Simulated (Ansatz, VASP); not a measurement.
**Two plane-wave programs on Hf**

```xyz
1
Lattice="-1.6805 1.6805 1.6805 1.6805 -1.6805 1.6805 1.6805 1.6805 -1.6805" Properties=species:S:1:pos:R:3 pbc="T T T"
Hf    0.0000    0.0000    0.0000
```

Change from the starting cell: volume scaled by 0.85, PAW files.

Alike in both runs: task single point; functional PBE; k mesh 17 × 17 × 17; occupations fermi-dirac, width 0.08 eV; no spin polarisation.

|  | VASP | Ansatz |
| --- | --- | --- |
| version | VASP 6.6.1 | Ansatz 0.2.0 |
| potentials or method | VASP PAW PBE potentials, release 64 (Hf_pv) | PAW with Ansatz's default frozen-core files, scalar-relativistic |
| plane-wave cutoff (eV) | 520 | 420 |
| valence electrons in the cell | 10 | 26 |

```tsv
	VASP	Ansatz	Ansatz less VASP
pressure (GPa)	20.5	20.8	+0.30
```

VASP's potentials hold 10 valence electrons a cell and Ansatz's 26, so a difference there can come from the potentials and not from the codes.

Spin-orbit coupling is off throughout.
